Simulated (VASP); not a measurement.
# Mo (Im-3m) in VASP: further runs

Mo is run at these levels: PBEsol; tasks: single point, relaxation of cell and atoms.

All numbers are computed with VASP 6.6.1; they aren't measurements. Logs are shortened: lines on timing, memory, paths and dates and some standing lists are left out, and cuts for length are marked.

### 1 The cell of the first run

The structure is cubic, space group Im-3m (No. 229). The conventional cell has a = 3.132 Å, b = 3.132 Å, c = 3.132 Å, α = 90.00°, β = 90.00°, γ = 90.00°. Within 3.6 Å of Mo (site symmetry m-3m) lie 14 Mo at 2.71 to 3.13 Å.

### 2 Single point, PBEsol

The input, INCAR:

```
PREC = Accurate
ENCUT = 520
EDIFF = 1E-6
ISMEAR = 0
SIGMA = 0.1
LREAL = False
LASPH = True
NELM = 100
ALGO = Normal
ISIF = 2
LWAVE = False
LCHARG = True
GGA = PS
LELF = True
LVHAR = True
NBANDS = 13
```

The input, KPOINTS:

```
Automatic mesh
0
Gamma
  8 8 8
```

The input, POSCAR:

```
Mo
1.0
   -1.5658766099      1.5658766099      1.5658766099
    1.5658766099     -1.5658766099      1.5658766099
    1.5658766099      1.5658766099     -1.5658766099
Mo
1
Direct
    0.0000000000      0.0000000000      0.0000000000
```

Potentials or basis: VASP PAW PBE potentials, release 64 (Mo_sv).

Started as:

```sh
cat potpaw_PBE.64/Mo_sv/POTCAR > POTCAR
mpirun -np 1 vasp_std > vasp.out
```

OUTCAR:

```text
PREC = Accurate
   ENCUT = 520
   EDIFF = 1E-6
   ISMEAR = 0
   LREAL = False
   LASPH = True
   NELM = 100
   ISIF = 2
   GGA = PS

 ion  position               nearest neighbor table
   1  0.000  0.000  0.000-

  LATTYP: Found a body centered cubic cell.
 ALAT       =     3.1317532198

  Lattice vectors:

 A1 = (  -1.5658766099,   1.5658766099,   1.5658766099)
 A2 = (   1.5658766099,  -1.5658766099,   1.5658766099)
 A3 = (   1.5658766099,   1.5658766099,  -1.5658766099)

Analysis of symmetry for initial positions (statically):
=====================================================================
 Subroutine PRICEL returns:
 Original cell was already a primitive cell.

 Routine SETGRP: Setting up the symmetry group for a
 body centered cubic supercell.

 Subroutine GETGRP returns: Found 48 space group operations
 (whereof 48 operations were pure point group operations)
 out of a pool of 48 trial point group operations.

The static configuration has the point symmetry O_h .

Analysis of symmetry for dynamics (positions and initial velocities):
=====================================================================
 Subroutine PRICEL returns:
 Original cell was already a primitive cell.

 Routine SETGRP: Setting up the symmetry group for a
 body centered cubic supercell.

 Subroutine GETGRP returns: Found 48 space group operations
 (whereof 48 operations were pure point group operations)
 out of a pool of 48 trial point group operations.

The dynamic configuration has the point symmetry O_h .

 Subroutine INISYM returns: Found 48 space group operations
 (whereof 48 operations are pure point group operations),
 and found     1 'primitive' translations

----------------------------------------------------------------------------------------

                                     Primitive cell

  volume of cell :      15.3579

  direct lattice vectors                    reciprocal lattice vectors
    -1.565876610  1.565876610  1.565876610     0.000000000  0.319309961  0.319309961
     1.565876610 -1.565876610  1.565876610     0.319309961  0.000000000  0.319309961
     1.565876610  1.565876610 -1.565876610     0.319309961  0.319309961  0.000000000

  length of vectors
     2.712177847  2.712177847  2.712177847     0.451572478  0.451572478  0.451572478

  position of ions in fractional coordinates (direct lattice)
     0.000000000  0.000000000  0.000000000

  ion indices of the primitive-cell ions
   primitive index   ion index
[... 80 lines left out ...]
   ISYM   =      2    0-nonsym 1-usesym 2-fastsym
   POTIM  = 0.5000    time-step for ionic-motion
   TEBEG  =    0.0;   TEEND  =   0.0 temperature during run
   PSTRESS=    0.0 pullay stress
   NELECT =      14.0000    total number of electrons
   NUPDOWN=      -1.0000    fix difference up-down
   EMIN   =  10.00;   EMAX   =-10.00  energy-range for DOS
   EFERMI =   0.00;   METHOD = LEGACY
   ISMEAR =     0;   SIGMA  =   0.10  broadening in eV -4-tet -1-fermi 0-gaus
   EFERMI_NEDOS =   21; number of points for ismear=-14 and -15
   IALGO  =     38    algorithm
   IMIX   =      4    mixing-type and parameters
     AMIX     =   0.40;   BMIX     =  1.00
     AMIX_MAG =   1.60;   BMIX_MAG =  1.00
  volume/ion in A,a.u.               =      15.36       103.64
  Fermi-wavevector in a.u.,A,eV,Ry     =   1.587352  2.999661 34.282425  2.519687
  Thomas-Fermi vector in A             =   2.686523
   LORBIT       =      0    0 simple, 1 ext, 2 COOP (PROOUT), +10 PAW based schemes
   GGA     = PS    functional components
   LHFCALC =     F    Hartree Fock is set to
   AEXX    =    0.0000 exact exchange contribution
   IVDW    =     0    specifies the selected vdW correction
   LEPSILON=     F    determine dielectric tensor
   LRPA    =     F    only Hartree local field effects (RPA)
 non-spin polarized calculation
 Gauss-broadening in eV      SIGMA  =   0.10
  energy-cutoff  :      520.00
  volume of cell :       15.36
 maximum number of plane-waves:       427
   NGX =  9   NGY =  9   NGZ =  9

 number of electron      13.9999998 magnetization

 Free energy of the ion-electron system (eV)
  ---------------------------------------------------
  ext. energy  EPLUGINS =         0.00000000
  ---------------------------------------------------
  free energy    TOTEN  =       -11.75611787 eV

  energy without entropy =      -11.75144459  energy(sigma->0) =      -11.75378123

 E-fermi :  12.6194     XC(G=0): -13.6294

 val. band max:       12.5941503584   @ k =  -0.2500   0.2500   0.1250
 cond. band min:      12.7655495119   @ k =   0.3750   0.0000   0.0000
 fundamental gap:      0.1713991535
 Fermi energy:        12.6193888718

 k-point     1 :       0.0000    0.0000    0.0000
  band No.  band energies     occupation
      1     -48.4498      2.00000
      2     -21.6947      2.00000
      3     -21.6947      2.00000
      4     -21.6947      2.00000
      5       5.4079      2.00000
      6      11.3474      2.00000
      7      11.3474      2.00000
      8      11.3474      2.00000
      9      14.4278      0.00000
     10      14.4278      0.00000
     11      27.5849      0.00000
     12      27.5849      0.00000
     13      27.5849      0.00000
[... 354 lines left out ...]
  band No.  band energies     occupation
      1     -48.1004      2.00000
      2     -22.8019      2.00000
      3     -22.3774      2.00000
      4     -22.2433      2.00000
      5       8.6915      2.00000
      6       9.2850      2.00000
      7      12.1023      2.00000
      8      12.9556      0.00000
      9      15.7221      0.00000
     10      17.8534      0.00000
     11      26.7736      0.00000
     12      28.8383      0.00000
     13      29.8537      0.00000

 [... further k-points ...]

------------------------ aborting loop because EDIFF is reached ----------------------------------------

  FORCE on cell =-STRESS in cart. coord.  units (eV):
  Direction    XX          YY          ZZ          XY          YZ          ZX
  --------------------------------------------------------------------------------------
  -------------------------------------------------------------------------------------
  Total        0.0498687      0.0498687      0.0498687      0.0000000      0.0000000     -0.0000000
  in kB        5.2024253      5.2024253      5.2024253      0.0000000      0.0000000     -0.0000000
  external PRESSURE =       5.2024253 kB  Pullay stress =       0.0000000 kB

 VOLUME and BASIS-vectors are now :
 -----------------------------------------------------------------------------
  energy-cutoff  :      520.00
  volume of cell :       15.36
      direct lattice vectors                 reciprocal lattice vectors
    -1.565876610  1.565876610  1.565876610     0.000000000  0.319309961  0.319309961
     1.565876610 -1.565876610  1.565876610     0.319309961  0.000000000  0.319309961
     1.565876610  1.565876610 -1.565876610     0.319309961  0.319309961  0.000000000

 POSITION                                       TOTAL-FORCE (eV/Angst)
 -----------------------------------------------------------------------------------
      0.00000      0.00000      0.00000         0.000000     -0.000000      0.000000
 -----------------------------------------------------------------------------------
    total drift:                                0.000000     -0.000000      0.000000

  FREE ENERGIE OF THE ION-ELECTRON SYSTEM (eV)
  ---------------------------------------------------
  free  energy   TOTEN  =       -11.7561178736 eV

  energy  without entropy=      -11.7514445852  energy(sigma->0) =      -11.75378123
```

OSZICAR:

```text
N       E                     dE             d eps       ncg     rms          rms(c)
DAV:   1     0.925659107929E+02    0.92566E+02   -0.81270E+03   770   0.112E+03
DAV:   2    -0.113808220727E+02   -0.10395E+03   -0.99868E+02   919   0.309E+02
DAV:   3    -0.125222700085E+02   -0.11414E+01   -0.11397E+01   809   0.323E+01
DAV:   4    -0.125245979399E+02   -0.23279E-02   -0.23279E-02   874   0.182E+00
DAV:   5    -0.125246123028E+02   -0.14363E-04   -0.14363E-04   819   0.127E-01    0.165E+01
DAV:   6    -0.118581888727E+02    0.66642E+00   -0.78108E-01   774   0.109E+01    0.449E+00
DAV:   7    -0.117614778798E+02    0.96711E-01   -0.15920E-01   834   0.464E+00    0.978E-01
DAV:   8    -0.117562982826E+02    0.51796E-02   -0.48775E-03   759   0.899E-01    0.196E-01
DAV:   9    -0.117561118680E+02    0.18641E-03   -0.20798E-04   844   0.175E-01    0.651E-02
DAV:  10    -0.117561175292E+02   -0.56612E-05   -0.16333E-05   784   0.491E-02    0.306E-03
DAV:  11    -0.117561178736E+02   -0.34446E-06   -0.15234E-07   422   0.507E-03
   1 F= -.11756118E+02 E0= -.11753781E+02  d E =-.467329E-02
```

stdout:

```text
POSCAR found type information on POSCAR Mo
 POSCAR found :  1 types and       1 ions
 scaLAPACK will be used
 -----------------------------------------------------------------------------
|                                                                             |
|                                                                             |
|     You enforced a specific xc type in the INCAR file but a different       |
|     I HOPE YOU KNOW WHAT YOU ARE DOING!                                     |
|                                                                             |
 -----------------------------------------------------------------------------

 LDA part: xc-table for (Slater+PW92), standard interpolation
 POSCAR, INCAR and KPOINTS ok, starting setup
 FFT: planning ... GRIDC
 FFT: planning ... GRID_SOFT
 FFT: planning ... GRID
 WAVECAR not read
 entering main loop
```

Run time: 3.4 s. Hardware: 1 thread of AMD EPYC 9R45 (Zen 5), shared host; peak memory 0.09 GiB.

What came out:

```yaml
Free_energy: -11.7561 eV
Pressure: 0.5 GPa
Band_gap_on_the_k_mesh: zero (band 7 reaches 16.86 eV, above the bottom of band 8 at 11.35 eV)
```

Caveat: the PAW data sets were made with another functional, which shifts forces and pressure a little.

### 3 Relaxation of cell and atoms, PBEsol

This run uses another cell than the first one, of 15.89 Å³/atom, 1.035 times its volume.

The input, INCAR:

```
SYSTEM = Mo
PREC = Accurate ; ENCUT = 600
EDIFF = 1E-6 ; ISMEAR = 0
SIGMA = 0.1 ; LREAL = .FALSE.
LASPH = .TRUE. ; NELM = 60
ALGO = Fast ; ISIF = 3
LWAVE = .FALSE. ; LCHARG = .FALSE.
GGA = PS ; IBRION = 2
NSW = 90 ; EDIFFG = -0.04
```

The input, KPOINTS:

```
regular mesh
0
G
  8 8 8
  0 0 0
```

The input, POSCAR:

```
Mo
1.0
   -1.5838089719      1.5838089719      1.5838089719
    1.5838089719     -1.5838089719      1.5838089719
    1.5838089719      1.5838089719     -1.5838089719
Mo
1
Direct
    0.0000000000      0.0000000000      0.0000000000
```

Potentials or basis: VASP PAW PBE potentials, release 64 (Mo_sv).

Started as:

```sh
cat potpaw_PBE.64/Mo_sv/POTCAR > POTCAR
mpirun -np 1 vasp_std > vasp.out
```

Wall time 12 s (1 thread of AMD EPYC 9R45 (Zen 5), shared host); peak memory 0.12 GiB.

It converged, with:

* Free energy: -11.7568 eV
* Relaxed volume: 15.40 Å³/atom
* Relaxed cell: a = 2.715 Å, b = 2.715 Å, c = 2.715 Å, α = 109.47°, β = 109.47°, γ = 109.47°
* Space group after relaxing (to 0.05 Å): Im-3m (No. 229)
* Energy gained by relaxing: 13.7 meV/atom
* Ionic steps: 3
* Pressure after relaxing: -0.3 GPa
* Band gap on the k mesh: zero (band 7 reaches 16.80 eV, above the bottom of band 8 at 11.31 eV)

Step by step:
```tsv
step	energy change (eV)	largest force (eV/Å)	pressure (GPa)	volume (Å³)
1	0.0000	0.0000	-8.31	15.89
2	0.0974	0.0000	29.35	14.07
3	-0.0137	0.0000	-0.34	15.40
```

Final structure:
```
CELL_PARAMETERS angstrom
-1.56726 1.56726 1.56726
1.56726 -1.56726 1.56726
1.56726 1.56726 -1.56726
ATOMIC_POSITIONS crystal
Mo 0.00000 0.00000 0.00000
```

Levels at points of the mesh, in eV from the Fermi level:
| k point | band 5 | band 6 | band 7 | band 8 | band 9 | band 10 |
| --- | --- | --- | --- | --- | --- | --- |
| (0.00, 0.00, 0.00) | -7.20 | -1.27 | -1.27 | -1.27 | 1.80 | 1.80 |
| (0.50, 0.00, 0.00) | -5.31 | -3.35 | 1.79 | 1.85 | 2.49 | 5.01 |
| (0.50, 0.50, 0.50) | -5.45 | -5.45 | 4.23 | 4.23 | 4.23 | 9.27 |

Caveat: the PAW data sets were made with another functional, which shifts forces and pressure a little.
